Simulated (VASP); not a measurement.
A run of VASP 6.6.1:

The input INCAR:

```
PREC = Accurate
ENCUT = 520
EDIFF = 1E-6
ISMEAR = 1
SIGMA = 0.15
LREAL = F
LASPH = T
NELM = 100
ALGO = Normal
ISIF = 2
LWAVE = F
LCHARG = T
GGA = PS
LELF = T
LVHAR = T
NBANDS = 17
```

KPOINTS

```
regular mesh
0
Gamma
  6 6 3
```

Contents of POSCAR:

```
Sr
1.0
    4.3100000000      0.0000000000      0.0000000000
   -2.1550000000      3.7325700000      0.0000000000
    0.0000000000      0.0000000000      7.0500000000
Sr
2
Direct
    0.3333333333      0.6666666667      0.2500000000
    0.6666666667      0.3333333333      0.7570921986
```

Potentials or basis: VASP PAW PBE potentials, release 64 (Sr_sv).

Run with:

```sh
$ cat potpaw_PBE.64/Sr_sv/POTCAR > POTCAR
$ mpirun -np 1 vasp_std > vasp.out
```

Hardware: 1 thread of AMD EPYC 7R13 (shared host).

Problem. Estimate the wall time of this run.

Solution. Run time: 57 s on 1 thread of AMD EPYC 7R13 (shared host), peak memory 0.19 GiB. Counts: scf iterations 12, k points 17.
